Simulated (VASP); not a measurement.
# Au (Fm-3m) in VASP: single point with PBE

Aim: the single point of Au with PBE.

All numbers are computed with VASP 6.6.1; they aren't measurements. Logs are shortened: lines on timing, memory, paths and dates and some standing lists are left out, and cuts for length are marked.

## (1) The cell of the first run

The structure is cubic, space group Fm-3m (No. 225). Conventional cell: a = 4.070 Å, b = 4.070 Å, c = 4.070 Å, α = 90.00°, β = 90.00°, γ = 90.00°. Au (site symmetry m-3m) has 12 Au at 2.88 Å within 3.8 Å.

## (2) Single point, PBE

INCAR

```
SYSTEM = Au
ALGO = Normal
EDIFF = 1E-6
ENCUT = 500
GGA = PE
GGA_COMPAT = .False.
ISIF = 2
ISMEAR = -1
LASPH = .True.
LCHARG = .True.
LELF = .True.
LREAL = .False.
LVHAR = .True.
LWAVE = .False.
NBANDS = 12
NELM = 120
PREC = Accurate
SIGMA = 0.1
```

KPOINTS

```
k-points
0
Gamma
  13 13 13
  0 0 0
```

POSCAR

```
Au
1.0
    0.0000000000      2.0350000000      2.0350000000
    2.0350000000      0.0000000000      2.0350000000
    2.0350000000      2.0350000000      0.0000000000
Au
1
Direct
    0.0000000000      0.0000000000      0.0000000000
```

Potentials or basis: VASP PAW PBE potentials, release 64 (Au).

Command:

```sh
$ cat potpaw_PBE.64/Au/POTCAR > POTCAR
$ mpirun -np 1 vasp_std > vasp.out
```

OUTCAR:

```text
SYSTEM = Au
   EDIFF = 1E-6
   ENCUT = 500
   GGA = PE
   ISIF = 2
   ISMEAR = -1
   LASPH = .True.
   LREAL = .False.
   NELM = 120
   PREC = Accurate

 ion  position               nearest neighbor table
   1  0.000  0.000  0.000-

  LATTYP: Found a face centered cubic cell.
 ALAT       =     4.0700000000

  Lattice vectors:

 A1 = (   0.0000000000,   2.0350000000,   2.0350000000)
 A2 = (   2.0350000000,   0.0000000000,   2.0350000000)
 A3 = (   2.0350000000,   2.0350000000,   0.0000000000)

Analysis of symmetry for initial positions (statically):
=====================================================================
 Subroutine PRICEL returns:
 Original cell was already a primitive cell.

 Routine SETGRP: Setting up the symmetry group for a
 face centered cubic supercell.

 Subroutine GETGRP returns: Found 48 space group operations
 (whereof 48 operations were pure point group operations)
 out of a pool of 48 trial point group operations.

The static configuration has the point symmetry O_h .

Analysis of symmetry for dynamics (positions and initial velocities):
=====================================================================
 Subroutine PRICEL returns:
 Original cell was already a primitive cell.

 Routine SETGRP: Setting up the symmetry group for a
 face centered cubic supercell.

 Subroutine GETGRP returns: Found 48 space group operations
 (whereof 48 operations were pure point group operations)
 out of a pool of 48 trial point group operations.

The dynamic configuration has the point symmetry O_h .

 Subroutine INISYM returns: Found 48 space group operations
 (whereof 48 operations are pure point group operations),
 and found     1 'primitive' translations

----------------------------------------------------------------------------------------

                                     Primitive cell

  volume of cell :      16.8548

  direct lattice vectors                    reciprocal lattice vectors
     0.000000000  2.035000000  2.035000000    -0.245700246  0.245700246  0.245700246
     2.035000000  0.000000000  2.035000000     0.245700246 -0.245700246  0.245700246
     2.035000000  2.035000000  0.000000000     0.245700246  0.245700246 -0.245700246

  length of vectors
     2.877924599  2.877924599  2.877924599     0.425565309  0.425565309  0.425565309

  position of ions in fractional coordinates (direct lattice)
     0.000000000  0.000000000  0.000000000

  ion indices of the primitive-cell ions
   primitive index   ion index
                 1           1

----------------------------------------------------------------------------------------

 KPOINTS: k-points

Automatic generation of k-mesh.
 Grid dimensions read from file:
 generate k-points for:   13   13   13

 Generating k-lattice:

  Cartesian coordinates                     Fractional coordinates (reciprocal lattice)
    -0.018900019  0.018900019  0.018900019     0.076923077  0.000000000  0.000000000
     0.018900019 -0.018900019  0.018900019     0.000000000  0.076923077  0.000000000
     0.018900019  0.018900019 -0.018900019     0.000000000  0.000000000  0.076923077

  Length of vectors
     0.032735793  0.032735793  0.032735793

  Shift w.r.t. Gamma in fractional coordinates (k-lattice)
     0.000000000  0.000000000  0.000000000

 Subroutine IBZKPT returns following result:
 ===========================================

 Found     84 irreducible k-points:

 Following reciprocal coordinates:
            Coordinates               Weight
  0.000000  0.000000  0.000000      1.000000
  0.076923  0.000000  0.000000      8.000000
  0.153846  0.000000  0.000000      8.000000
  0.230769  0.000000  0.000000      8.000000
  0.307692  0.000000  0.000000      8.000000
  0.384615  0.000000  0.000000      8.000000
[... 16 lines left out ...]
  0.384615  0.153846  0.000000     24.000000
  0.461538  0.153846  0.000000     24.000000
 [... further k-points ...]
   k-points           NKPTS =     84   k-points in BZ     NKDIM =     84   number of bands    NBANDS=     12
   number of dos      NEDOS =    301   number of ions     NIONS =      1
   total plane-waves  NPLWV =  13824
   dimension x,y,z NGX =    24 NGY =   24 NGZ =   24
   dimension x,y,z NGXF=    48 NGYF=   48 NGZF=   48
   ions per type =               1
   NGX,Y,Z   is equivalent  to a cutoff of  13.86, 13.86, 13.86 a.u.
   NGXF,Y,Z  is equivalent  to a cutoff of  27.73, 27.73, 27.73 a.u.
 SYSTEM =  Au
   PREC   = accura    normal or accurate (medium, high low for compatibility)
   ISTART =      0    job   : 0-new  1-cont  2-samecut
   ICHARG =      2    charge: 1-file 2-atom 10-const
   ISPIN  =      1    spin polarized calculation?
   LNONCOLLINEAR =      F non collinear calculations
   LSORBIT =      F    spin-orbit coupling
   LASPH  =      T    aspherical Exc in radial PAW
   ENCUT  =  500.0 eV  36.75 Ry    6.06 a.u.   5.25  5.25  5.25*2*pi/ulx,y,z
   NELM   =    120;   NELMIN=  2; NELMDL= -5     # of ELM steps
   EDIFF  = 0.1E-05   stopping-criterion for ELM
   LREAL  =      F    real-space projection
   EDIFFG = 0.1E-04   stopping-criterion for IOM
   NSW    =      0    number of steps for IOM
   IBRION =     -1    ionic relax: 0-MD 1-quasi-New 2-CG
   NFREE  =      0    steps in history (QN), initial steepest desc. (CG)
   ISIF   =      2    stress and relaxation
   ISYM   =      2    0-nonsym 1-usesym 2-fastsym
   POTIM  = 0.5000    time-step for ionic-motion
   TEBEG  =    0.0;   TEEND  =   0.0 temperature during run
   PSTRESS=    0.0 pullay stress
   NELECT =      11.0000    total number of electrons
   NUPDOWN=      -1.0000    fix difference up-down
   EMIN   =  10.00;   EMAX   =-10.00  energy-range for DOS
   EFERMI =   0.00;   METHOD = LEGACY
   ISMEAR =    -1;   SIGMA  =   0.10  broadening in eV -4-tet -1-fermi 0-gaus
   EFERMI_NEDOS =   21; number of points for ismear=-14 and -15
   IALGO  =     38    algorithm
   IMIX   =      4    mixing-type and parameters
     AMIX     =   0.40;   BMIX     =  1.00
     AMIX_MAG =   1.60;   BMIX_MAG =  1.00
  volume/ion in A,a.u.               =      16.85       113.74
  Fermi-wavevector in a.u.,A,eV,Ry     =   1.420032  2.683470 27.436005  2.016489
  Thomas-Fermi vector in A             =   2.540990
   LORBIT       =      0    0 simple, 1 ext, 2 COOP (PROOUT), +10 PAW based schemes
   GGA     = PE    functional components
   LHFCALC =     F    Hartree Fock is set to
   AEXX    =    0.0000 exact exchange contribution
   IVDW    =     0    specifies the selected vdW correction
   LEPSILON=     F    determine dielectric tensor
   LRPA    =     F    only Hartree local field effects (RPA)
 non-spin polarized calculation
  energy-cutoff  :      500.00
  volume of cell :       16.85
 maximum number of plane-waves:       444
 NGX is ok and might be reduce to    24
   NGX = 11   NGY = 11   NGZ = 11

 number of electron      10.9999999 magnetization

 Free energy of the ion-electron system (eV)
  ---------------------------------------------------
  ext. energy  EPLUGINS =         0.00000000
  ---------------------------------------------------
  free energy    TOTEN  =        -3.19379226 eV

  energy without entropy =       -3.18564388  energy(sigma->0) =       -3.18971807

 E-fermi :   9.7479     XC(G=0): -12.7844

 val. band max:        9.7379753763   @ k =   0.4615   0.3846   0.0000
 cond. band min:       9.9707077841   @ k =  -0.3077   0.2308   0.0000
 fundamental gap:      0.2327324078
 Fermi energy:         9.7478848840

 k-point     1 :       0.0000    0.0000    0.0000
  band No.  band energies     occupation
      1      -0.3141      2.00000
      2       4.9031      2.00000
      3       4.9031      2.00000
      4       4.9031      2.00000
      5       6.4467      2.00000
      6       6.4467      2.00000
      7      24.1660      0.00000
      8      28.2300      0.00000
      9      28.2300      0.00000
     10      28.2300      0.00000
     11      33.1705      0.00000
     12      37.9315      0.00000

 k-point     2 :       0.0769    0.0000    0.0000
  band No.  band energies     occupation
      1      -0.1062      2.00000
      2       4.8356      2.00000
      3       4.9740      2.00000
      4       4.9740      2.00000
      5       6.4153      2.00000
      6       6.4153      2.00000
      7      24.4091      0.00000
      8      26.9902      0.00000
      9      28.4816      0.00000
     10      28.4816      0.00000
     11      34.0473      0.00000
     12      36.0973      0.00000

 k-point     3 :       0.1538    0.0000    0.0000
  band No.  band energies     occupation
      1       0.4820      2.00000
      2       4.6965      2.00000
      3       5.1290      2.00000
      4       5.1290      2.00000
      5       6.3853      2.00000
      6       6.3853      2.00000
      7      24.3066      0.00000
      8      25.2763      0.00000
      9      29.1474      0.00000
     10      29.1474      0.00000
     11      32.4569      0.00000
     12      34.7455      0.00000
[... 286 lines left out ...]
 k-point    23 :       0.3846    0.1538    0.0000
  band No.  band energies     occupation
      1       2.6682      2.00000
      2       4.5236      2.00000
      3       4.8647      2.00000
      4       5.5581      2.00000
      5       7.4965      2.00000
      6       7.8170      2.00000
      7      17.9020      0.00000
      8      24.7964      0.00000
      9      25.2087      0.00000
     10      26.8792      0.00000
     11      33.2884      0.00000
     12      34.4380      0.00000

 k-point    24 :       0.4615    0.1538    0.0000
  band No.  band energies     occupation
      1       2.7745      2.00000
      2       4.5793      2.00000
      3       5.3971      2.00000
      4       5.4205      2.00000
      5       7.7073      2.00000
      6       9.3389      1.96707
      7      14.9541      0.00000
      8      23.9122      0.00000
      9      25.0867      0.00000
     10      25.9434      0.00000
     11      34.7053      0.00000
     12      35.6581      0.00000

 [... further k-points ...]
[... 5 lines left out ...]
  --------------------------------------------------------------------------------------
  -------------------------------------------------------------------------------------
  Total        1.0828415      1.0828415      1.0828415     -0.0000000     -0.0000000      0.0000000
  in kB      102.9324365    102.9324365    102.9324365     -0.0000000     -0.0000000      0.0000000
  external PRESSURE =     102.9324365 kB  Pullay stress =       0.0000000 kB

 VOLUME and BASIS-vectors are now :
 -----------------------------------------------------------------------------
  energy-cutoff  :      500.00
  volume of cell :       16.85
      direct lattice vectors                 reciprocal lattice vectors
     0.000000000  2.035000000  2.035000000    -0.245700246  0.245700246  0.245700246
     2.035000000  0.000000000  2.035000000     0.245700246 -0.245700246  0.245700246
     2.035000000  2.035000000  0.000000000     0.245700246  0.245700246 -0.245700246

 POSITION                                       TOTAL-FORCE (eV/Angst)
 -----------------------------------------------------------------------------------
      0.00000      0.00000      0.00000         0.000000      0.000000     -0.000000
 -----------------------------------------------------------------------------------
    total drift:                               -0.000000      0.000000     -0.000000

  FREE ENERGIE OF THE ION-ELECTRON SYSTEM (eV)
  ---------------------------------------------------
  free  energy   TOTEN  =        -3.1937922587 eV

  energy  without entropy=       -3.1856438788  energy(sigma->0) =       -3.18971807
```

It took 9.9 s on 1 thread of Intel Xeon 6975P-C, shared host; peak memory 0.15 GiB.

Results:

```
Free energy : -3.1938 eV
Pressure    : 10.3 GPa
```

Caveat: spin-orbit coupling is left out, which moves the levels of the heavy elements.
